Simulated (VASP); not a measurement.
# SiC2 (P-6m2) in VASP: further runs

SiC2 is run at these levels: PBE; tasks: relaxation of cell and atoms, single point.

Program: VASP 6.6.1. These are calculated values, not measurements. Logs are shortened: lines on timing, memory, paths and dates and some standing lists are left out, and cuts for length are marked.

## Step 1: The cell of the first run

The structure is hexagonal, space group P-6m2 (No. 187). Conventional cell: a = 2.713 Å, b = 2.713 Å, c = 12.805 Å, α = 90.00°, β = 90.00°, γ = 120.00°. Si (site symmetry 3m) has 6 C at 2.65 Å and 6 Si at 2.71 Å within 3.5 Å. Within 3.5 Å of C (site symmetry 3m) lie 3 Si at 2.65 Å and 9 C at 2.65 to 2.71 Å. C (site symmetry -6m2) has 6 Si at 2.65 Å and 6 C at 2.71 Å within 3.5 Å. Within 3.5 Å of C (site symmetry -6m2) lie 12 C at 2.65 to 2.71 Å.

## Step 2: Relaxation of cell and atoms, PBE

File INCAR:

```
PREC = Accurate
ENCUT = 600
EDIFF = 1E-6
ISMEAR = 0
SIGMA = 0.1
LREAL = F
LASPH = T
NELM = 80
ALGO = Normal
ISIF = 3
LWAVE = F
LCHARG = F
GGA = PE
IBRION = 2
NSW = 90
EDIFFG = -0.04
```

File KPOINTS:

```
Automatic mesh
0
Gamma
  6 6 2
```

File POSCAR:

```
SiC2
1.0
    2.7134615600      0.0000000000      0.0000000000
   -1.3567307800      2.3499266400      0.0000000000
    0.0000000000      0.0000000000     12.8047316700
Si C
2 4
Direct
    0.6666666700      0.3333333300      0.3333333300
    0.6666666700      0.3333333300      0.6666666700
    0.3333333300      0.6666666700      0.8333333300
    0.3333333300      0.6666666700      0.1666666700
    0.3333333300      0.6666666700      0.5000000000
    0.6666666700      0.3333333300      0.0000000000
```

Potentials or basis: VASP PAW PBE potentials, release 64 (Si, C).

The run is started by

```console
$ cat potpaw_PBE.64/Si/POTCAR potpaw_PBE.64/C/POTCAR > POTCAR
$ mpirun -np 1 vasp_std > vasp.out
```

OUTCAR:

```text
PREC = Accurate
   ENCUT = 600
   EDIFF = 1E-6
   ISMEAR = 0
   LREAL = F
   LASPH = T
   NELM = 80
   ISIF = 3
   GGA = PE
   IBRION = 2
   NSW = 90
   EDIFFG = -0.04

 ion  position               nearest neighbor table
   1  0.667  0.333  0.333-
   2  0.667  0.333  0.667-
   3  0.333  0.667  0.833-
   4  0.333  0.667  0.167-
   5  0.333  0.667  0.500-
   6  0.667  0.333  0.000-

  LATTYP: Found a hexagonal cell.
 ALAT       =     2.7134615600
 C/A-ratio  =     4.7189655674

  Lattice vectors:

 A1 = (   2.7134615600,   0.0000000000,   0.0000000000)
 A2 = (  -1.3567307800,   2.3499266400,   0.0000000000)
 A3 = (   0.0000000000,   0.0000000000,  12.8047316700)

Analysis of symmetry for initial positions (statically):
=====================================================================
 Subroutine PRICEL returns:
 Original cell was already a primitive cell.

 Routine SETGRP: Setting up the symmetry group for a
 hexagonal supercell.

 Subroutine GETGRP returns: Found 12 space group operations
 (whereof 12 operations were pure point group operations)
 out of a pool of 24 trial point group operations.

The static configuration has the point symmetry D_3h.

Analysis of symmetry for dynamics (positions and initial velocities):
=====================================================================
 Subroutine PRICEL returns:
 Original cell was already a primitive cell.

 Routine SETGRP: Setting up the symmetry group for a
 hexagonal supercell.

 Subroutine GETGRP returns: Found 12 space group operations
 (whereof 12 operations were pure point group operations)
 out of a pool of 24 trial point group operations.

The dynamic configuration has the point symmetry D_3h.

 Subroutine INISYM returns: Found 12 space group operations
 (whereof 12 operations are pure point group operations),
 and found     1 'primitive' translations

----------------------------------------------------------------------------------------

                                     Primitive cell

  volume of cell :      81.6485

  direct lattice vectors                    reciprocal lattice vectors
     2.713461560  0.000000000  0.000000000     0.368532952  0.212772600  0.000000000
    -1.356730780  2.349926640  0.000000000     0.000000000  0.425545199  0.000000000
     0.000000000  0.000000000 12.804731670     0.000000000  0.000000000  0.078096131

  length of vectors
     2.713461560  2.713461557 12.804731670     0.425545199  0.425545199  0.078096131

  position of ions in fractional coordinates (direct lattice)
     0.666666670  0.333333330  0.333333330
     0.666666670  0.333333330  0.666666670
     0.333333330  0.666666670  0.833333330
     0.333333330  0.666666670  0.166666670
     0.333333330  0.666666670  0.500000000
     0.666666670  0.333333330  0.000000000

  ion indices of the primitive-cell ions
   primitive index   ion index
                 1           1
                 2           2
                 3           3
                 4           4
                 5           5
                 6           6

----------------------------------------------------------------------------------------

 KPOINTS: Automatic mesh

Automatic generation of k-mesh.
 Grid dimensions read from file:
 generate k-points for:    6    6    2

 Generating k-lattice:

  Cartesian coordinates                     Fractional coordinates (reciprocal lattice)
     0.061422159  0.035462100  0.000000000     0.166666667  0.000000000  0.000000000
     0.000000000  0.070924200  0.000000000     0.000000000  0.166666667  0.000000000
     0.000000000  0.000000000  0.039048065     0.000000000  0.000000000  0.500000000

  Length of vectors
     0.070924200  0.070924200  0.039048065

  Shift w.r.t. Gamma in fractional coordinates (k-lattice)
     0.000000000  0.000000000  0.000000000

 Subroutine IBZKPT returns following result:
 ===========================================

 Found     14 irreducible k-points:

 Following reciprocal coordinates:
            Coordinates               Weight
  0.000000  0.000000  0.000000      1.000000
  0.166667 -0.000000  0.000000      6.000000
  0.333333 -0.000000  0.000000      6.000000
  0.500000  0.000000  0.000000      3.000000
  0.166667  0.166667  0.000000      6.000000
  0.333333  0.166667  0.000000     12.000000
  0.333333  0.333333  0.000000      2.000000
  0.000000  0.000000  0.500000      1.000000
  0.166667 -0.000000  0.500000      6.000000
  0.333333 -0.000000  0.500000      6.000000
  0.500000  0.000000  0.500000      3.000000
  0.166667  0.166667  0.500000      6.000000
  0.333333  0.166667  0.500000     12.000000
  0.333333  0.333333  0.500000      2.000000
   k-points           NKPTS =     14   k-points in BZ     NKDIM =     14   number of bands    NBANDS=     16
   number of dos      NEDOS =    301   number of ions     NIONS =      6
   total plane-waves  NPLWV =  62208
   dimension x,y,z NGX =    24 NGY =   24 NGZ =  108
   dimension x,y,z NGXF=    48 NGYF=   48 NGZF=  216
   ions per type =               2   4
   NGX,Y,Z   is equivalent  to a cutoff of  14.70, 14.70, 14.02 a.u.
   NGXF,Y,Z  is equivalent  to a cutoff of  29.41, 29.41, 28.04 a.u.
 SYSTEM =  unknown system
   PREC   = accura    normal or accurate (medium, high low for compatibility)
   ISTART =      0    job   : 0-new  1-cont  2-samecut
   ICHARG =      2    charge: 1-file 2-atom 10-const
   ISPIN  =      1    spin polarized calculation?
   LNONCOLLINEAR =      F non collinear calculations
   LSORBIT =      F    spin-orbit coupling
   LASPH  =      T    aspherical Exc in radial PAW
   ENCUT  =  600.0 eV  44.10 Ry    6.64 a.u.   5.42  5.42 25.57*2*pi/ulx,y,z
   NELM   =     80;   NELMIN=  2; NELMDL= -5     # of ELM steps
   EDIFF  = 0.1E-05   stopping-criterion for ELM
   LREAL  =      F    real-space projection
   EDIFFG = -.4E-01   stopping-criterion for IOM
   NSW    =     90    number of steps for IOM
   IBRION =      2    ionic relax: 0-MD 1-quasi-New 2-CG
   NFREE  =      1    steps in history (QN), initial steepest desc. (CG)
   ISIF   =      3    stress and relaxation
   ISYM   =      2    0-nonsym 1-usesym 2-fastsym
   POTIM  = 0.5000    time-step for ionic-motion
   TEBEG  =    0.0;   TEEND  =   0.0 temperature during run
   PSTRESS=    0.0 pullay stress
   NELECT =      24.0000    total number of electrons
   NUPDOWN=      -1.0000    fix difference up-down
   EMIN   =  10.00;   EMAX   =-10.00  energy-range for DOS
   EFERMI =   0.00;   METHOD = LEGACY
   ISMEAR =     0;   SIGMA  =   0.10  broadening in eV -4-tet -1-fermi 0-gaus
   EFERMI_NEDOS =   21; number of points for ismear=-14 and -15
   IALGO  =     38    algorithm
   IMIX   =      4    mixing-type and parameters
     AMIX     =   0.40;   BMIX     =  1.00
     AMIX_MAG =   1.60;   BMIX_MAG =  1.00
  volume/ion in A,a.u.               =      13.61        91.83
  Fermi-wavevector in a.u.,A,eV,Ry     =   1.088502  2.056970 16.120670  1.184836
  Thomas-Fermi vector in A             =   2.224685
   LORBIT       =      0    0 simple, 1 ext, 2 COOP (PROOUT), +10 PAW based schemes
   GGA     = PE    functional components
   LHFCALC =     F    Hartree Fock is set to
   AEXX    =    0.0000 exact exchange contribution
   IVDW    =     0    specifies the selected vdW correction
   LEPSILON=     F    determine dielectric tensor
   LRPA    =     F    only Hartree local field effects (RPA)
 conjugate gradient relaxation of ions
 non-spin polarized calculation
 Gauss-broadening in eV      SIGMA  =   0.10
  energy-cutoff  :      600.00
  volume of cell :       81.65
 maximum number of plane-waves:      2787
 NGX is ok and might be reduce to    24
   NGX = 11   NGY = 11   NGZ = 51

--------------------------------------- Ionic step        1  -------------------------------------------

 number of electron      24.0000000 magnetization

 Free energy of the ion-electron system (eV)
  ---------------------------------------------------
  ext. energy  EPLUGINS =         0.00000000
  ---------------------------------------------------
  free energy    TOTEN  =       -26.25129443 eV

  energy without entropy =      -26.21174958  energy(sigma->0) =      -26.23152200

------------------------ aborting loop because EDIFF is reached ----------------------------------------

  FORCE on cell =-STRESS in cart. coord.  units (eV):
  Direction    XX          YY          ZZ          XY          YZ          ZX
  --------------------------------------------------------------------------------------
  -------------------------------------------------------------------------------------
  Total       -9.4554462     -9.4554462    -16.2406273      0.0000000     -0.0000000     -0.0000000
  in kB     -185.5428188   -185.5428183   -318.6874214      0.0000000     -0.0000000     -0.0000000
  external PRESSURE =    -229.9243528 kB  Pullay stress =       0.0000000 kB
[... 101 lines left out ...]
  FREE ENERGIE OF THE ION-ELECTRON SYSTEM (eV)
  ---------------------------------------------------
  free  energy   TOTEN  =       -29.8116206418 eV

  energy  without entropy=      -29.8040501114  energy(sigma->0) =      -29.80783538

 E-fermi :   9.9826     XC(G=0): -12.4249

 val. band max:        9.9577555180   @ k =   0.1667   0.1667   0.5000
 cond. band min:       9.9915065002   @ k =   0.3333   0.1667   0.0000
 fundamental gap:      0.0337509822
 Fermi energy:         9.9826208272

 k-point     1 :       0.0000    0.0000    0.0000
  band No.  band energies     occupation
      1      -8.0021      2.00000
      2      -5.8750      2.00000
      3      -5.4683      2.00000
      4       0.9297      2.00000
      5       1.3912      2.00000
      6       9.0115      2.00000
[... 8 lines left out ...]
     15      13.9920      0.00000
     16      15.8824      0.00000
[... 230 lines left out ...]
  band No.  band energies     occupation
      1      -1.8950      2.00000
      2      -1.8148      2.00000
      3      -1.2503      2.00000
      4       0.6176      2.00000
      5       1.8291      2.00000
      6       2.5359      2.00000
[... 8 lines left out ...]
     15      13.1767      0.00000
     16      13.9599      0.00000

[... ionic steps 4 to 30 ...]

--------------------------------------- Ionic step       31  -------------------------------------------

 number of electron      24.0000000 magnetization

------------------------ aborting loop because EDIFF is reached ----------------------------------------

  FORCE on cell =-STRESS in cart. coord.  units (eV):
  Direction    XX          YY          ZZ          XY          YZ          ZX
  --------------------------------------------------------------------------------------
  -------------------------------------------------------------------------------------
  Total        0.1013795      0.1013795      0.1076118      0.0000000     -0.0000000      0.0000000
  in kB        3.2912479      3.2912479      3.4935766      0.0000000     -0.0000000      0.0000000
  external PRESSURE =       3.3586908 kB  Pullay stress =       0.0000000 kB
[... 65 lines left out ...]
  energy  without entropy=      -36.3129268998  energy(sigma->0) =      -36.31840338

--------------------------------------- Ionic step       33  -------------------------------------------

 number of electron      24.0000000 magnetization

 Free energy of the ion-electron system (eV)
  ---------------------------------------------------
  ext. energy  EPLUGINS =         0.00000000
  ---------------------------------------------------
  free energy    TOTEN  =       -36.32410184 eV

  energy without entropy =      -36.31307804  energy(sigma->0) =      -36.31858994

 E-fermi :  10.6473     XC(G=0): -12.4746

 val. band max:       10.5100643509   @ k =   0.1667   0.1667   0.0000
 cond. band min:      10.6674966351   @ k =   0.3333  -0.0000   0.0000
 fundamental gap:      0.1574322842
 Fermi energy:        10.6472534442

 k-point     1 :       0.0000    0.0000    0.0000
  band No.  band energies     occupation
      1      -8.4081      2.00000
      2      -6.8714      2.00000
      3      -4.5763      2.00000
      4       0.5495      2.00000
      5       0.8807      2.00000
      6       8.6819      2.00000
[... 8 lines left out ...]
     15      14.8321      0.00000
     16      14.8321      0.00000
[... 278 lines left out ...]
  FREE ENERGIE OF THE ION-ELECTRON SYSTEM (eV)
  ---------------------------------------------------
  free  energy   TOTEN  =       -36.3241018415 eV

  energy  without entropy=      -36.3130780436  energy(sigma->0) =      -36.31858994

 reached required accuracy - stopping structural energy minimisation
```

Wall time 5.8 min (1 thread of Intel Xeon 8259CL, shared host); peak memory 0.25 GiB.

What came out:

| Quantity | Value |
| --- | --- |
| Free energy | -36.3241 eV |
| Relaxed volume | 8.25 Å³/atom |
| Relaxed cell | a = 2.707 Å, b = 2.707 Å, c = 7.802 Å, α = 90.00°, β = 90.00°, γ = 120.00° |
| Space group after relaxing (to 0.1 Å) | P-6m2 (No. 187) |
| Pressure after relaxing | -0.2 GPa |
| Largest force after relaxing | 0.024 eV/Å |
| Band gap on the k mesh | zero (bands 12 and 13 overlap by 4.79 eV) |

Forces in eV/Å, atoms in the order of the input:
```
Si   0.000  0.000  0.021
Si   0.000  0.000 -0.021
C    0.000  0.000  0.024
C    0.000  0.000 -0.024
C    0.000  0.000  0.000
C    0.000  0.000  0.000
```

Final structure:
```
CELL_PARAMETERS angstrom
2.70673 0.00000 0.00000
-1.35336 2.34409 0.00000
0.00000 0.00000 7.80187
ATOMIC_POSITIONS crystal
Si 0.66667 0.33333 0.34121
Si 0.66667 0.33333 0.65879
C 0.33333 0.66667 0.87089
C 0.33333 0.66667 0.12911
C 0.33333 0.66667 0.50000
C 0.66667 0.33333 0.00000
```

Caveat: the k points lie up to 0.45 Å⁻¹ apart in the final cell, too coarse for converged energies and pressures of a metal; the volume moved by over 15 % at a fixed basis, so the end points are rough.

## Step 3: Single point, PBE, collinear spin

File INCAR:

```
SYSTEM = SiC2
PREC = Accurate
ENCUT = 520
EDIFF = 1E-7
ISMEAR = 0
SIGMA = 0.1
LREAL = .False.
LASPH = .True.
NELM = 150
ALGO = Normal
ISIF = 2
LWAVE = .False.
LCHARG = .False.
ISPIN = 2
MAGMOM = 0 0 1 1 1 1
LORBIT = 11
GGA = PE
NBANDS = 25
```

File KPOINTS:

```
regular mesh
0
Gamma
  6 6 2
  0 0 0
```

POSCAR is that of step 2.

Potentials or basis: VASP PAW PBE potentials, release 64 (Si, C).

The run is started by

```console
$ cat potpaw_PBE.64/Si/POTCAR potpaw_PBE.64/C/POTCAR > POTCAR
$ mpirun -np 1 vasp_std > vasp.out
```

Wall time 59 s (1 thread of Intel Xeon 8259CL, shared host); peak memory 0.23 GiB.

The run converged. Its results:

* Free energy: -26.2543 eV
* Pressure: -23.0 GPa
* Largest force: 0.150 eV/Å
* Net moment: 0.31 μB per cell
* Site moments: Si +0.01; C +0.04, +0.03 (each value once) μB
* Valence electrons inside the program's atomic spheres: Si 1.46; C 1.98, 2.03, 1.92 (each value once)

Forces on the atoms (eV/Å):
```
Si   0.000  0.000  0.150
Si   0.000  0.000 -0.150
C    0.000  0.000  0.069
C    0.000  0.000 -0.069
C    0.000  0.000  0.000
C    0.000  0.000  0.000
```

Stress tensor (GPa, compression positive):
```
-18.59   0.00   0.00
  0.00 -18.59   0.00
  0.00   0.00 -31.86
```

Levels at points of the mesh, in eV from the Fermi level:
Spin up:
```csv
k point,band 9,band 10,band 11,band 12,band 13,band 14,band 15,band 16
"(0.00, 0.00, 0.00)",-1.12,2.94,3.17,3.17,3.39,3.39,3.46,3.46
"(0.50, 0.00, 0.00)",-3.54,-2.86,-2.22,-0.95,-0.85,1.41,1.42,1.73
"(0.00, 0.00, 0.50)",0.91,1.64,3.17,3.17,3.37,3.37,3.48,3.48
"(0.50, 0.00, 0.50)",-3.56,-3.15,-1.94,-1.52,0.03,0.58,1.43,1.66
```
Spin down:
| k point | band 7 | band 8 | band 9 | band 10 | band 11 | band 12 | band 13 | band 14 | band 15 | band 16 |
| --- | --- | --- | --- | --- | --- | --- | --- | --- | --- | --- |
| (0.00, 0.00, 0.00) | -4.78 | -1.12 | -1.05 | 3.02 | 3.27 | 3.27 | 3.48 | 3.48 | 3.57 | 3.57 |
| (0.50, 0.00, 0.00) | -4.97 | -4.16 | -3.48 | -2.79 | -2.15 | -0.88 | -0.78 | 1.48 | 1.50 | 1.82 |
| (0.00, 0.00, 0.50) | -3.71 | -3.12 | 1.00 | 1.70 | 3.27 | 3.27 | 3.47 | 3.47 | 3.58 | 3.58 |
| (0.50, 0.00, 0.50) | -4.96 | -3.97 | -3.50 | -3.08 | -1.87 | -1.46 | 0.11 | 0.66 | 1.53 | 1.74 |

Caveat: the k points lie up to 0.45 Å⁻¹ apart; a moment this small can come from the mesh or the smearing.

[end of part 1 of 2]

The gap in the log of VASP goes by the Fermi energy; the results here count the filled bands.